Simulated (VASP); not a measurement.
Ni:

```
Ni
1.0
     0.00000    1.67612    1.67612
     1.67612    0.00000    1.67612
     1.67612    1.67612    0.00000
Ni
1
Direct
  0.00000 0.00000 0.00000
```

Base run:

```yaml
Program: VASP 6.6.1
Functional: PBE
Dispersion: D4
Potentials_or_basis: VASP PAW PBE potentials, release 64 (Ni)
Cutoff: 520 eV
k_mesh: 13 × 13 × 13
Occupations: tetrahedron
Spin: collinear spin, ferromagnetic start
Starting_moments: "[1.0] μB"
Hubbard_terms: Ni d U = 3.5 eV
```

Its results: pressure 18.6 GPa; net moment 0.64 μB per cell; site moments Ni +0.65 μB.

Problem. The run is repeated on the same cell with these changes: potentials or basis from VASP PAW PBE potentials, release 64 (Ni) to VASP PAW PBE potentials, release 64 (Ni_sv_GW); cutoff from 520 eV to 590 eV; further incar settings from ALGO = Fast; EDIFF = 1e-06; NBANDS = 15 to ALGO = Normal; EDIFF = 1e-06; NBANDS = 19; valence electrons from 10 to 18. What comes out?

Solution. Pressure 27.0 GPa; net moment 0.72 μB per cell; site moments Ni +0.78 μB.

Caveats: pairwise dispersion overbinds metals, which lowers pressure and volume; the U is typed as a test and isn't derived for this compound; tetrahedron occupations give inexact forces and stress in metals.
